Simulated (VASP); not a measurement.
# InAs (rocksalt type): electric field gradients with PBEsol

The system is InAs (rocksalt type).

```
CELL_PARAMETERS angstrom
0.00000 2.87432 2.87432
2.87432 0.00000 2.87432
2.87432 2.87432 0.00000
ATOMIC_POSITIONS crystal
In 0.00000 0.00000 0.00000
As 0.50000 0.50000 0.50000
```

| Item | Value |
| --- | --- |
| Program | VASP 6.6.1 |
| Task | electric field gradients |
| Functional | PBEsol |
| Potentials or basis | VASP PAW PBE potentials, release 64 (In_d, As) |
| Cutoff | 520 eV |
| k mesh | 10 × 10 × 10 |
| Occupations | fermi-dirac, width 0.05 eV |
| Spin | no spin polarisation |
| Dipole correction | no |
| Further INCAR settings | ALGO = Normal; EDIFF = 1e-08; NBANDS = 16 |

```json
{
  "Pressure": "-3.2 GPa",
  "Band gap on the k mesh": "zero (bands 9 and 10 overlap by 2.59 eV)",
  "Largest electric field gradient by atom": "zero within the noise of the run"
}
```

Levels at points of the mesh, in eV from the Fermi level:
```csv
k point,band 6,band 7,band 8,band 9,band 10,band 11,band 12,band 13
"(0.00, 0.00, 0.00)",-12.12,-0.68,-0.18,-0.18,-0.18,7.16,7.16,7.16
"(0.50, 0.00, 0.00)",-10.43,-6.54,0.21,0.21,2.07,3.25,3.25,4.40
"(0.50, 0.50, 0.00)",-9.53,-4.73,-2.96,-2.23,-2.23,3.82,9.19,9.19
```

Run time: 65 s on 1 thread of Intel Xeon 8259CL, on a shared host, peak memory 0.19 GiB.

Caveat: the cell stands under tension; the PAW data sets were made with another functional, which shifts forces and pressure a little; spin-orbit coupling is left out, which moves the levels of the heavy elements.
